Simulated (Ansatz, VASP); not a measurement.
**Be3Si in VASP and in Ansatz**

```
Be Si
1.0
    -1.70557    1.70557    3.42313
     1.70557   -1.70557    3.42313
     1.70557    1.70557   -3.42313
Be Si
3 1
Cartesian
  0.0000 1.7056 1.7116
  1.7056 0.0000 1.7116
  0.0000 0.0000 3.4231
  0.0000 0.0000 0.0000
```

Alike in both runs: task single point; functional PBE; k mesh 6 × 6 × 6; no spin polarisation.

|  | VASP | Ansatz |
| --- | --- | --- |
| version | VASP 6.6.1 | Ansatz 0.2.0 |
| potentials or method | VASP PAW PBE potentials, release 64 (Be, Si), cutoff 520 eV | scalar-relativistic, plane waves, PAW |
| occupations | fermi-dirac, width 0.136057 eV | fermi-dirac |
| valence electrons in the cell | 10 | 10 |

Ansatz gave:

```
gap on the k mesh at the Fermi level (eV)                     : none
pressure (GPa)                                                : -1.2
traceless stress, the component that is largest in VASP (GPa) : -0.62
```

Task: Which values does VASP return?

Result: gap on the k mesh at the Fermi level (eV): none; pressure (GPa): -1.1; traceless stress, the component that is largest in VASP (GPa): -0.62.

A gap of «none» marks a metal or a gap that the smearing closes.

The k mesh is coarse, so the values compare programs but aren't converged.
